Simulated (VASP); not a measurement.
# Al3Cu (P4/mmm) in VASP: further runs, part 2 of 2

VASP 6.6.1.

## 3. Single point, LDA (volume 13.557 Å^3 an atom, c/a of the conventional cell 0.8336)

INCAR

```
SYSTEM = Al3Cu
PREC     = Accurate       ! precision mode
ENCUT    = 520            ! plane-wave cutoff, eV
EDIFF    = 1E-6           ! SCF threshold, eV
ISMEAR   = 0              ! smearing method
SIGMA    = 0.15           ! smearing width, eV
LREAL    = .FALSE.        ! projectors in reciprocal space
LASPH    = .TRUE.         ! aspherical terms in the spheres
NELM     = 100            ! most SCF steps
ALGO     = Fast           ! electronic algorithm
ISIF     = 2              ! what is computed and relaxed
LWAVE    = .FALSE.        ! write WAVECAR
LCHARG   = .TRUE.         ! write CHGCAR
GGA      = CA             ! functional
LELF     = .TRUE.         ! ELF
LVHAR    = .TRUE.       
NBANDS   = 18             ! bands
```

KPOINTS

```
Automatic mesh
0
G
  12 12 12
  0 0 0
```

POSCAR

```
Al3Cu
1.0
    4.0218138047      0.0000000000      0.0000000000
    0.0000000000      4.0218138047      0.0000000000
    0.0000000000      0.0000000000      3.3525839876
Al Cu
3 1
Direct
    0.0000000000      0.5000000000      0.5000000000
    0.5000000000      0.0000000000      0.5000000000
    0.5000000000      0.5000000000      0.0000000000
    0.0000000000      0.0000000000      0.0000000000
```

Potentials or basis: VASP PAW LDA potentials, release 64 (Al, Cu).

Launch:

```console
cat potpaw_LDA.64/Al/POTCAR potpaw_LDA.64/Cu/POTCAR > POTCAR
mpirun -np 1 vasp_std > vasp.out
```

OUTCAR:

```text
SYSTEM = Al3Cu
   PREC = Accurate
   ENCUT = 520
   EDIFF = 1E-6
   ISMEAR = 0
   LREAL = .FALSE.
   LASPH = .TRUE.
   NELM = 100
   ISIF = 2
   GGA = CA

 ion  position               nearest neighbor table
   1  0.000  0.500  0.500-   3 2.62   4 2.62   3 2.62   4 2.62   4 2.62   4 2.62   3 2.62   3 2.62
                             2 2.84   2 2.84   2 2.84   2 2.84
   2  0.500  0.000  0.500-   3 2.62   4 2.62   3 2.62   4 2.62   3 2.62   3 2.62   4 2.62   4 2.62
                             1 2.84   1 2.84   1 2.84   1 2.84
   3  0.500  0.500  0.000-   1 2.62   2 2.62   1 2.62   2 2.62   2 2.62   2 2.62   1 2.62   1 2.62
                             4 2.84   4 2.84   4 2.84   4 2.84
   4  0.000  0.000  0.000-   1 2.62   2 2.62   1 2.62   2 2.62   1 2.62   1 2.62   2 2.62   2 2.62
                             3 2.84   3 2.84   3 2.84   3 2.84

  LATTYP: Found a simple tetragonal cell.
 ALAT       =     4.0218138047
 C/A-ratio  =     0.8336000000

  Lattice vectors:

 A1 = (   4.0218138047,   0.0000000000,   0.0000000000)
 A2 = (   0.0000000000,   4.0218138047,   0.0000000000)
 A3 = (   0.0000000000,   0.0000000000,   3.3525839876)

Analysis of symmetry for initial positions (statically):
=====================================================================
 Subroutine PRICEL returns:
 Original cell was already a primitive cell.

[... 182 lines left out ...]
 k-point     1 :       0.0000    0.0000    0.0000
  band No.  band energies     occupation
      1      -2.6216      2.00000
      2       4.1607      2.00000
      3       4.5934      2.00000
      4       5.2417      2.00000
      5       5.3199      2.00000
      6       5.3199      2.00000
[... 481 lines left out ...]
      5       5.2006      2.00000
      6       5.2357      2.00000
[... 10 lines left out ...]
     17      16.5900      0.00000
     18      16.9744      0.00000

 [... further k-points ...]

------------------------ aborting loop because EDIFF is reached ----------------------------------------

  FORCE on cell =-STRESS in cart. coord.  units (eV):
  Direction    XX          YY          ZZ          XY          YZ          ZX
  --------------------------------------------------------------------------------------
  -------------------------------------------------------------------------------------
  Total        1.5837127      1.5837127      4.3788189      0.0000000      0.0000000      0.0000000
  in kB       46.7911140     46.7911140    129.3730989      0.0000000      0.0000000      0.0000000
  external PRESSURE =      74.3184423 kB  Pullay stress =       0.0000000 kB

 VOLUME and BASIS-vectors are now :
 -----------------------------------------------------------------------------
  energy-cutoff  :      520.00
  volume of cell :       54.23
      direct lattice vectors                 reciprocal lattice vectors
     4.021813805  0.000000000  0.000000000     0.248644032  0.000000000  0.000000000
     0.000000000  4.021813805  0.000000000     0.000000000  0.248644032  0.000000000
     0.000000000  0.000000000  3.352583988     0.000000000  0.000000000  0.298277390

 POSITION                                       TOTAL-FORCE (eV/Angst)
 -----------------------------------------------------------------------------------
      0.00000      2.01091      1.67629         0.000000      0.000000      0.000000
      2.01091      0.00000      1.67629         0.000000      0.000000      0.000000
      2.01091      2.01091      0.00000         0.000000      0.000000      0.000000
      0.00000      0.00000      0.00000         0.000000      0.000000      0.000000
 -----------------------------------------------------------------------------------
    total drift:                                0.000000     -0.000000     -0.000000

  FREE ENERGIE OF THE ION-ELECTRON SYSTEM (eV)
  ---------------------------------------------------
  free  energy   TOTEN  =       -17.0203893242 eV

  energy  without entropy=      -17.0041454194  energy(sigma->0) =      -17.01226737
```

OSZICAR:

```text
N       E                     dE             d eps       ncg     rms          rms(c)
DAV:   1     0.750585132764E+02    0.75059E+02   -0.84506E+03  7144   0.119E+03
DAV:   2    -0.153797473885E+02   -0.90438E+02   -0.83792E+02  7198   0.220E+02
DAV:   3    -0.198770005445E+02   -0.44973E+01   -0.43135E+01  9716   0.547E+01
DAV:   4    -0.199815405531E+02   -0.10454E+00   -0.10407E+00 10106   0.683E+00
DAV:   5    -0.199832646241E+02   -0.17241E-02   -0.17238E-02  9846   0.854E-01    0.176E+01
RMM:   6    -0.249413060554E+02   -0.49580E+01   -0.63803E+01  9070   0.115E+02    0.164E+01
RMM:   7    -0.174220245623E+02    0.75193E+01   -0.20587E+01  7968   0.680E+01    0.394E+00
RMM:   8    -0.170506405314E+02    0.37138E+00   -0.20784E+00  7905   0.221E+01    0.105E+00
RMM:   9    -0.170286657310E+02    0.21975E-01   -0.20071E-01  8290   0.228E+00    0.749E-01
RMM:  10    -0.170216166575E+02    0.70491E-02   -0.43538E-02  8789   0.264E+00    0.254E-01
RMM:  11    -0.170203712222E+02    0.12454E-02   -0.76641E-03  9386   0.651E-01    0.107E-01
RMM:  12    -0.170203850323E+02   -0.13810E-04   -0.10674E-03 10301   0.323E-01    0.561E-02
RMM:  13    -0.170203893356E+02   -0.43033E-05   -0.26241E-04  9428   0.212E-01    0.221E-02
RMM:  14    -0.170203870890E+02    0.22466E-05   -0.11790E-04 10044   0.104E-01    0.171E-02
RMM:  15    -0.170203891042E+02   -0.20152E-05   -0.22274E-05  9548   0.325E-02    0.172E-02
RMM:  16    -0.170203893242E+02   -0.21992E-06   -0.23328E-06  7113   0.200E-02
   1 F= -.17020389E+02 E0= -.17012267E+02  d E =-.162439E-01
```

stdout:

```text
POSCAR found type information on POSCAR AlCu
 POSCAR found :  2 types and       4 ions
 scaLAPACK will be used
 LDA part: xc-table for (Slater(with rela. corr.)+CA(PZ))
 , standard interpolation
 POSCAR, INCAR and KPOINTS ok, starting setup
 FFT: planning ... GRIDC
 FFT: planning ... GRID_SOFT
 FFT: planning ... GRID
 WAVECAR not read
 entering main loop
```

It took 81 s on 1 thread of Intel Xeon 6975P-C (Granite Rapids), shared host; peak memory 0.28 GiB.

Results:

```yaml
Free_energy: -17.0204 eV
Pressure: 7.4 GPa
Band_gap_on_the_k_mesh: zero (band 10 reaches 12.46 eV, above the bottom of band 11 at 7.09 eV)
```

## 4. Single point, LDA (volume 13.557 Å^3 an atom, c/a of the conventional cell 1.1996)

INCAR

```
PREC     = Accurate       # precision mode
ENCUT    = 520            # plane-wave cutoff, eV
EDIFF    = 1E-6           # SCF threshold, eV
ISMEAR   = 0              # smearing method
SIGMA    = 0.15           # smearing width, eV
LREAL    = False          # projectors in reciprocal space
LASPH    = True           # aspherical terms in the spheres
NELM     = 80             # most SCF steps
ALGO     = Fast           # electronic algorithm
ISIF     = 2              # what is computed and relaxed
LWAVE    = False          # write WAVECAR
LCHARG   = True           # write CHGCAR
LELF     = True           # ELF
LVHAR    = True         
NBANDS   = 18             # bands
```

KPOINTS

```
regular mesh
0
Gamma
  12 12 12
```

POSCAR

```
Al3Cu
1.0
    3.5622881273      0.0000000000      0.0000000000
    0.0000000000      3.5622881273      0.0000000000
    0.0000000000      0.0000000000      4.2733208375
Al Cu
3 1
Direct
    0.0000000000      0.5000000000      0.5000000000
    0.5000000000      0.0000000000      0.5000000000
    0.5000000000      0.5000000000      0.0000000000
    0.0000000000      0.0000000000      0.0000000000
```

Launch:

```console
cat potpaw_LDA.64/Al/POTCAR potpaw_LDA.64/Cu/POTCAR > POTCAR
mpirun -np 1 vasp_std > vasp.out
```

Wall time 78 s (1 thread of Intel Xeon 6975P-C (Granite Rapids), shared host); peak memory 0.28 GiB.

Results (log left out):

```yaml
Free_energy: -16.8912 eV
Pressure: 9.5 GPa
Band_gap_on_the_k_mesh: zero (band 10 reaches 11.44 eV, above the bottom of band 11 at 7.15 eV)
```

Stress tensor (GPa, compression positive):
```
16.77  0.00  0.00
 0.00 16.77  0.00
 0.00  0.00 -5.03
```

Levels at points of the mesh, in eV from the Fermi level:
```csv
k point,band 6,band 7,band 8,band 9,band 10,band 11,band 12,band 13,band 14,band 15
"(0.00, 0.00, 0.00)",-3.91,-3.91,-1.87,-1.41,-1.41,0.95,2.11,5.95,5.95,6.76
"(0.50, 0.00, 0.00)",-3.86,-3.61,-1.18,-0.81,-0.54,0.73,1.50,1.68,3.53,4.92
"(0.50, 0.50, 0.00)",-4.32,-3.64,-3.49,-3.43,0.43,2.18,2.23,2.23,2.41,2.41
"(0.00, 0.00, 0.50)",-4.01,-3.94,0.66,0.66,0.97,0.97,1.18,3.46,3.60,4.72
"(0.50, 0.00, 0.50)",-3.98,-3.88,-3.56,-3.36,2.24,3.43,4.36,4.46,4.86,5.28
"(0.50, 0.50, 0.50)",-4.04,-4.04,-3.82,-3.64,-2.43,-2.04,-2.04,-1.56,9.98,10.59
```

## 5. Single point, LDA (volume 13.557 Å^3 an atom, c/a of the conventional cell 1.1290)

INCAR

```
SYSTEM = Al3Cu
  PREC = Accurate
  ENCUT = 520
  EDIFF = 1E-6
  ISMEAR = 0
  SIGMA = 0.15
  LREAL = .False.
  LASPH = .True.
  NELM = 80
  ALGO = Fast
  ISIF = 2
  LWAVE = .False.
  LCHARG = .True.
  GGA = CA
  LELF = .True.
  LVHAR = .True.
  NBANDS = 18
```

KPOINTS

```
Automatic mesh
0
Gamma
  12 12 12
  0 0 0
```

POSCAR

```
Al3Cu
1.0
    3.6350457554      0.0000000000      0.0000000000
    0.0000000000      3.6350457554      0.0000000000
    0.0000000000      0.0000000000      4.1039666578
Al Cu
3 1
Direct
    0.0000000000      0.5000000000      0.5000000000
    0.5000000000      0.0000000000      0.5000000000
    0.5000000000      0.5000000000      0.0000000000
    0.0000000000      0.0000000000      0.0000000000
```

Launch:

```console
cat potpaw_LDA.64/Al/POTCAR potpaw_LDA.64/Cu/POTCAR > POTCAR
mpirun -np 1 vasp_std > vasp.out
```

Wall time 79 s (1 thread of Intel Xeon 6975P-C (Granite Rapids), shared host); peak memory 0.28 GiB.

The run converged. Its results:

| Quantity | Value |
| --- | --- |
| Free energy | -17.1355 eV |
| Pressure | 7.8 GPa |
| Band gap on the k mesh | zero (band 10 reaches 11.13 eV, above the bottom of band 11 at 7.21 eV) |

Stress tensor (GPa, compression positive):
```
12.47  0.00  0.00
 0.00 12.47  0.00
 0.00  0.00 -1.49
```

Levels at points of the mesh, in eV from the Fermi level:
```csv
k point,band 6,band 7,band 8,band 9,band 10,band 11,band 12,band 13,band 14,band 15
"(0.00, 0.00, 0.00)",-3.92,-3.75,-1.80,-1.80,-1.34,0.71,1.65,6.35,6.35,6.74
"(0.50, 0.00, 0.00)",-3.86,-3.62,-0.79,-0.29,-0.18,1.07,1.25,1.42,3.01,4.43
"(0.50, 0.50, 0.00)",-4.27,-3.64,-3.47,-3.40,0.67,2.50,2.62,2.62,2.82,2.82
"(0.00, 0.00, 0.50)",-3.95,-3.85,0.57,0.57,0.69,0.69,1.01,3.10,3.23,4.43
"(0.50, 0.00, 0.50)",-4.03,-3.81,-3.56,-3.31,1.94,3.34,4.01,4.01,4.62,4.87
"(0.50, 0.50, 0.50)",-4.12,-4.12,-3.77,-3.63,-2.52,-1.97,-1.97,-1.67,11.21,11.57
```

## 6. The runs side by side

| cell | gap on the mesh (eV) | pressure (GPa) |
| --- | --- | --- |
| a = 3.904, b = 3.904, c = 3.458 Å, 4 atoms | none | 11.3 |
| a = 4.022, b = 4.022, c = 3.353 Å, 4 atoms | none | 7.4 |
| a = 3.562, b = 3.562, c = 4.273 Å, 4 atoms | none | 9.5 |
| a = 3.635, b = 3.635, c = 4.104 Å, 4 atoms | none | 7.8 |

Alike in all rows: task single point; level LDA; potentials or basis VASP PAW LDA potentials, release 64 (Al, Cu); no spin polarisation; k mesh 12 × 12 × 12; cutoff (eV) 520; smearing gaussian 0.15 eV.

Absolute energies hang on the potentials; compare differences alone.
